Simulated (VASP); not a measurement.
A run of VASP 6.6.1 is set up as follows.

Contents of INCAR:

```
SYSTEM = Cd
PREC = Accurate
ENCUT = 520
EDIFF = 1E-7
ISMEAR = -1
SIGMA = 0.05
LREAL = .False.
LASPH = .True.
NELM = 80
ALGO = Normal
ISIF = 2
LWAVE = .False.
LCHARG = .False.
GGA = PE
NBANDS = 19
```

Contents of KPOINTS:

```
Automatic mesh
0
Gamma
  14 14 7
  0 0 0
```

Contents of POSCAR:

```
Cd
1.0
    2.9490837830      0.0000000000      0.0000000000
   -1.4745418915      2.5539814739      0.0000000000
    0.0000000000      0.0000000000      5.6176500000
Cd
2
Direct
    0.3333333333      0.6666666667      0.2500000000
    0.6666666667      0.3333333333      0.7500000000
```

Potentials or basis: VASP PAW PBE potentials, release 64 (Cd).

Launch:

```console
$ cat potpaw_PBE.64/Cd/POTCAR > POTCAR
$ mpirun -np 1 vasp_std > vasp.out
```

Q: What does it give for the band gap on the k mesh?

A: Zero (band 12 reaches 4.52 eV, above the bottom of band 13 at 0.00 eV).

Q: Predict the pressure.

A: 4.9 GPa.

Stress tensor (GPa, compression positive):
```
5.80 0.00 0.00
0.00 5.80 0.00
0.00 0.00 3.08
```

Caveat: the cell differs from its parent crystal (equal xx and yy strain of -1 %).
